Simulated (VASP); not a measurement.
A run of VASP 6.6.1:

The input INCAR:

```
PREC = Accurate
ENCUT = 600
EDIFF = 1E-7
ISMEAR = 0
SIGMA = 0.2
LREAL = False
LASPH = True
NELM = 100
ALGO = Normal
ISIF = 3
LWAVE = False
LCHARG = False
GGA = PE
IBRION = 2
NSW = 80
EDIFFG = -0.025
```

The input KPOINTS:

```
regular mesh
0
Gamma
  6 6 2
```

POSCAR

```
In2S
1.0
    3.8704298237     -0.0510435825     -0.0364598224
   -0.0510435825      3.9712738795     -0.0204258447
   -0.1004642309     -0.0562829617     10.9504692209
In S
4 2
Direct
    0.4964821397      0.0055911334      0.3301316382
    0.5036612477     -0.0095192676      0.8356799791
    1.0213679215      0.4978240317      0.1736738626
    1.0065248708      0.5101479565      0.6679762169
   -0.0083145413     -0.0046787509      0.4972132489
   -0.0197216383      0.0006348970     -0.0046749458
```

Potentials or basis: VASP PAW PBE potentials, release 64 (In_d, S).

Run with:

```bash
$ cat potpaw_PBE.64/In_d/POTCAR potpaw_PBE.64/S/POTCAR > POTCAR
$ mpirun -np 1 vasp_std > vasp.out
```

Hardware: 1 thread of Intel Xeon 8259CL, on a shared host.

Q: How long does it take, and how much memory?

A: Run time: 56 min on 1 thread of Intel Xeon 8259CL, with other jobs on the host, peak memory 0.47 GiB. Counts: scf iterations 106, k points 40, ion steps 10.
